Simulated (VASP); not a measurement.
# Ta in VASP: notebook, part 3 of 3

VASP 6.6.1.

## Step 6: Single point, r2SCAN

This run uses another cell than the first one, of 43.25 Å³/atom, 1.727 times its volume.

The input, POSCAR:

```
Ta
1.0
    2.9003720700      0.0000000000      0.0000000000
   -1.4501860400      2.5117959000      0.0000000000
    0.0000000000      0.0000000000     23.7494110000
Ta
4
Direct
    0.6666666700      0.3333333300      0.4456168197
    0.3333333300      0.6666666700      0.3368504592
    0.6666666700      0.3333333300      0.6631495408
    0.3333333300      0.6666666700      0.5543831803
```

The input, INCAR.step1:

```
SYSTEM = Ta
  ALGO = Normal
  DIPOL = 0.5 0.5 0.500
  EDIFF = 1E-4
  ENCUT = 520
  GGA = PE
  IDIPOL = 3
  ISMEAR = 0
  LASPH = .True.
  LCHARG = .False.
  LDIPOL = .True.
  LREAL = .False.
  LWAVE = .True.
  NBANDS = 30
  NELM = 80
  PREC = Accurate
  SIGMA = 0.01
```

The input, INCAR.step2:

```
SYSTEM = Ta
  ALGO = Normal
  DIPOL = 0.5 0.5 0.500
  EDIFF = 1E-6
  ENCUT = 520
  IDIPOL = 3
  ISIF = 2
  ISMEAR = 0
  ISTART = 1
  LASPH = .True.
  LCHARG = .True.
  LDIPOL = .True.
  LELF = .True.
  LMIXTAU = .True.
  LREAL = .False.
  LVACPOTAV = .True.
  LVHAR = .True.
  LWAVE = .False.
  METAGGA = R2SCAN
  NBANDS = 30
  NELM = 80
  PREC = Accurate
  SIGMA = 0.01
```

The input, KPOINTS:

```
k-points
0
Gamma
  7 7 1
  0 0 0
```

Potentials or basis: VASP PAW PBE potentials, release 64 (Ta_pv).

Run with:

```
cat potpaw_PBE.64/Ta_pv/POTCAR > POTCAR
cp INCAR.step1 INCAR
mpirun -np 1 vasp_std > vasp.out
cp INCAR.step2 INCAR
mpirun -np 1 vasp_std > vasp.out
```

OUTCAR:

```text
SYSTEM = Ta
   EDIFF = 1E-6
   ENCUT = 520
   ISIF = 2
   ISMEAR = 0
   ISTART = 1
   LASPH = .True.
   LREAL = .False.
   METAGGA = R2SCAN
   NELM = 80
   PREC = Accurate

 ion  position               nearest neighbor table
   1  0.667  0.333  0.446-   2 3.08   4 3.08   2 3.08   4 3.08   2 3.08   4 3.08
   2  0.333  0.667  0.337-   1 3.08   1 3.08   1 3.08
   3  0.667  0.333  0.663-   4 3.08   4 3.08   4 3.08
   4  0.333  0.667  0.554-   3 3.08   1 3.08   3 3.08   1 3.08   3 3.08   1 3.08

  LATTYP: Found a hexagonal cell.
 ALAT       =     2.9003720700
 C/A-ratio  =     8.1884014971

  Lattice vectors:

 A1 = (   2.9003720700,   0.0000000000,   0.0000000000)
 A2 = (  -1.4501860400,   2.5117959000,   0.0000000000)
 A3 = (   0.0000000000,   0.0000000000,  23.7494110000)

Analysis of symmetry for initial positions (statically):
=====================================================================
 Subroutine PRICEL returns:
 Original cell was already a primitive cell.

 Routine SETGRP: Setting up the symmetry group for a
 hexagonal supercell.

 Subroutine GETGRP returns: Found 12 space group operations
 (whereof 12 operations were pure point group operations)
 out of a pool of 24 trial point group operations.

The static configuration has the point symmetry D_3d.

Analysis of symmetry for dynamics (positions and initial velocities):
=====================================================================
 Subroutine PRICEL returns:
 Original cell was already a primitive cell.

 Routine SETGRP: Setting up the symmetry group for a
 hexagonal supercell.

 Subroutine GETGRP returns: Found 12 space group operations
 (whereof 12 operations were pure point group operations)
 out of a pool of 24 trial point group operations.

The dynamic configuration has the point symmetry D_3d.

 Subroutine INISYM returns: Found 12 space group operations
 (whereof 12 operations are pure point group operations),
 and found     1 'primitive' translations

----------------------------------------------------------------------------------------

                                     Primitive cell

  volume of cell :     173.0178

  direct lattice vectors                    reciprocal lattice vectors
     2.900372070  0.000000000  0.000000000     0.344783351  0.199060760  0.000000000
    -1.450186040  2.511795900  0.000000000     0.000000000  0.398121519  0.000000000
     0.000000000  0.000000000 23.749411000     0.000000000  0.000000000  0.042106307

  length of vectors
     2.900372070  2.900372079 23.749411000     0.398121521  0.398121519  0.042106307

  position of ions in fractional coordinates (direct lattice)
     0.666666670  0.333333330  0.445616820
     0.333333330  0.666666670  0.336850459
     0.666666670  0.333333330  0.663149541
     0.333333330  0.666666670  0.554383180

  ion indices of the primitive-cell ions
   primitive index   ion index
                 1           1
                 2           2
                 3           3
                 4           4

----------------------------------------------------------------------------------------

 KPOINTS: k-points

[... 25 lines left out ...]
  0.142857  0.000000  0.000000      6.000000
  0.285714  0.000000  0.000000      6.000000
  0.428571  0.000000  0.000000      6.000000
  0.142857  0.142857  0.000000      6.000000
  0.285714  0.142857  0.000000     12.000000
  0.428571  0.142857  0.000000      6.000000
  0.285714  0.285714  0.000000      6.000000
   k-points           NKPTS =      8   k-points in BZ     NKDIM =      8   number of bands    NBANDS=     30
   number of dos      NEDOS =    301   number of ions     NIONS =      4
   total plane-waves  NPLWV = 103680
   dimension x,y,z NGX =    24 NGY =   24 NGZ =  180
   dimension x,y,z NGXF=    48 NGYF=   48 NGZF=  360
   ions per type =               4
   NGX,Y,Z   is equivalent  to a cutoff of  13.76, 13.76, 12.60 a.u.
   NGXF,Y,Z  is equivalent  to a cutoff of  27.51, 27.51, 25.20 a.u.
 SYSTEM =  Ta
   PREC   = accura    normal or accurate (medium, high low for compatibility)
   ISTART =      1    job   : 0-new  1-cont  2-samecut
   ICHARG =      0    charge: 1-file 2-atom 10-const
   ISPIN  =      1    spin polarized calculation?
   LNONCOLLINEAR =      F non collinear calculations
   LSORBIT =      F    spin-orbit coupling
   LASPH  =      T    aspherical Exc in radial PAW
   ENCUT  =  520.0 eV  38.22 Ry    6.18 a.u.   5.39  5.39 44.16*2*pi/ulx,y,z
   NELM   =     80;   NELMIN=  2; NELMDL=  0     # of ELM steps
   EDIFF  = 0.1E-05   stopping-criterion for ELM
   LREAL  =      F    real-space projection
   EDIFFG = 0.1E-04   stopping-criterion for IOM
   NSW    =      0    number of steps for IOM
   IBRION =     -1    ionic relax: 0-MD 1-quasi-New 2-CG
   NFREE  =      0    steps in history (QN), initial steepest desc. (CG)
   ISIF   =      2    stress and relaxation
   ISYM   =      2    0-nonsym 1-usesym 2-fastsym
   POTIM  = 0.5000    time-step for ionic-motion
   TEBEG  =    0.0;   TEEND  =   0.0 temperature during run
   PSTRESS=    0.0 pullay stress
   NELECT =      44.0000    total number of electrons
   NUPDOWN=      -1.0000    fix difference up-down
   EMIN   =  10.00;   EMAX   =-10.00  energy-range for DOS
   EFERMI =   0.00;   METHOD = LEGACY
   ISMEAR =     0;   SIGMA  =   0.01  broadening in eV -4-tet -1-fermi 0-gaus
   EFERMI_NEDOS =   21; number of points for ismear=-14 and -15
   IALGO  =     38    algorithm
   IMIX   =      4    mixing-type and parameters
     AMIX     =   0.40;   BMIX     =  1.00
     AMIX_MAG =   1.60;   BMIX_MAG =  1.00
  volume/ion in A,a.u.               =      43.25       291.90
  Fermi-wavevector in a.u.,A,eV,Ry     =   1.037199  1.960022 14.636899  1.075782
  Thomas-Fermi vector in A             =   2.171626
   LORBIT       =      0    0 simple, 1 ext, 2 COOP (PROOUT), +10 PAW based schemes
   METAGGA = R2SCAN    functional components
   LHFCALC =     F    Hartree Fock is set to
   AEXX    =    0.0000 exact exchange contribution
   IVDW    =     0    specifies the selected vdW correction
   LEPSILON=     F    determine dielectric tensor
   LRPA    =     F    only Hartree local field effects (RPA)
 non-spin polarized calculation
 Gauss-broadening in eV      SIGMA  =   0.01
  energy-cutoff  :      520.00
  volume of cell :      173.02
 maximum number of plane-waves:      4745
 NGX is ok and might be reduce to    24
   NGX = 11   NGY = 11   NGZ = 89

 dipolmoment           0.000000      0.000000      0.000000 electrons x Angstroem

 number of electron      44.0000006 magnetization

 dipolmoment           0.000000      0.000000     -0.000000 electrons x Angstroem

 Free energy of the ion-electron system (eV)
  ---------------------------------------------------
  ext. energy  EPLUGINS =         0.00000000
  ---------------------------------------------------
  free energy    TOTEN  =      -190.82370649 eV

  energy without entropy =     -190.82177320  energy(sigma->0) =     -190.82273985

 E-fermi :  -0.4222     XC(G=0):  -6.6493

 val. band max:       -0.4228753907   @ k =   0.2857   0.1429   0.0000
 cond. band min:      -0.4175735416   @ k =   0.2857   0.2857   0.0000
 fundamental gap:      0.0053018491
 Fermi energy:        -0.4221950996

 k-point     1 :       0.0000    0.0000    0.0000
  band No.  band energies     occupation
      1     -36.2040      2.00000
      2     -36.0738      2.00000
      3     -35.7876      2.00000
      4     -35.4900      2.00000
      5     -35.2934      2.00000
      6     -35.2934      2.00000
[... 253 lines left out ...]
     29       3.0587      0.00000
     30       3.3004      0.00000

------------------------ aborting loop because EDIFF is reached ----------------------------------------

  FORCE on cell =-STRESS in cart. coord.  units (eV):
  Direction    XX          YY          ZZ          XY          YZ          ZX
  --------------------------------------------------------------------------------------
  -------------------------------------------------------------------------------------
  Total       -3.0438199     -3.0438199     -3.7066232      0.0000000      0.0000000     -0.0000000
  in kB      -28.1863359    -28.1863361    -34.3240175      0.0000001      0.0000000     -0.0000000
  external PRESSURE =     -30.2322299 kB  Pullay stress =       0.0000000 kB

 VOLUME and BASIS-vectors are now :
 -----------------------------------------------------------------------------
  energy-cutoff  :      520.00
  volume of cell :      173.02
      direct lattice vectors                 reciprocal lattice vectors
     2.900372070  0.000000000  0.000000000     0.344783351  0.199060760  0.000000000
    -1.450186040  2.511795900  0.000000000     0.000000000  0.398121519  0.000000000
     0.000000000  0.000000000 23.749411000     0.000000000  0.000000000  0.042106307

 POSITION                                       TOTAL-FORCE (eV/Angst)
 -----------------------------------------------------------------------------------
      1.45019      0.83727     10.58314        -0.000000      0.000000     -0.408618
     -0.00000      1.67453      8.00000         0.000000     -0.000000      0.612700
      1.45019      0.83727     15.74941        -0.000000      0.000000     -0.612700
     -0.00000      1.67453     13.16627         0.000000      0.000000      0.408618
 -----------------------------------------------------------------------------------
    total drift:                               -0.000000     -0.000000      0.000000

  FREE ENERGIE OF THE ION-ELECTRON SYSTEM (eV)
  ---------------------------------------------------
  free  energy   TOTEN  =      -190.8237064917 eV

  energy  without entropy=     -190.8217732006  energy(sigma->0) =     -190.82273985

 vacuum level on the upper side and lower side of the slab         4.675         4.675
```

Run time: 4.8 min. Hardware: 1 thread of Intel Xeon 6975P-C, shared host; peak memory 0.35 GiB.

What came out:

* Free energy: -190.8237 eV
* Largest force: 0.613 eV/Å
* Band gap on the k mesh: zero (band 22 reaches 0.30 eV, above the bottom of band 23 at -0.62 eV)

Forces on the atoms (eV/Å):
```
Ta   0.000  0.000 -0.409
Ta   0.000  0.000  0.613
Ta   0.000  0.000 -0.613
Ta   0.000  0.000  0.409
```

Levels at points of the mesh, in eV from the Fermi level:
```csv
k point,band 19,band 20,band 21,band 22,band 23,band 24,band 25,band 26
"(0.00, 0.00, 0.00)",-0.70,-0.06,0.16,0.72,0.72,0.82,0.82,1.01
```

Caveat: the PAW data sets were made with another functional, which shifts forces and pressure a little; spin-orbit coupling is left out, which moves the levels of the heavy elements.

## Step 7: The runs side by side

| cell | gap on the mesh (eV) | largest force (eV/Å) |
| --- | --- | --- |
| a = 2.900, b = 2.900, c = 13.749 Å, angles 90.0, 90.0, 120.0°, 4 atoms | none | 0.54 |
| a = 2.900, b = 2.900, c = 15.749 Å, angles 90.0, 90.0, 120.0°, 4 atoms | none | 0.61 |
| a = 2.900, b = 2.900, c = 17.749 Å, angles 90.0, 90.0, 120.0°, 4 atoms | none | 0.61 |
| a = 2.900, b = 2.900, c = 20.749 Å, angles 90.0, 90.0, 120.0°, 4 atoms | none | 0.61 |
| a = 2.900, b = 2.900, c = 23.749 Å, angles 90.0, 90.0, 120.0°, 4 atoms | none | 0.61 |

Alike in all rows: task single point; level r2SCAN; potentials or basis VASP PAW PBE potentials, release 64 (Ta_pv); no spin polarisation; k mesh 7 × 7 × 1; cutoff (eV) 520; smearing gaussian 0.01 eV.

Caveats: the PAW data sets were made with another functional, which shifts forces and pressure a little; spin-orbit coupling is left out, which moves the levels of the heavy elements.

Absolute energies hang on the potentials; compare differences alone.
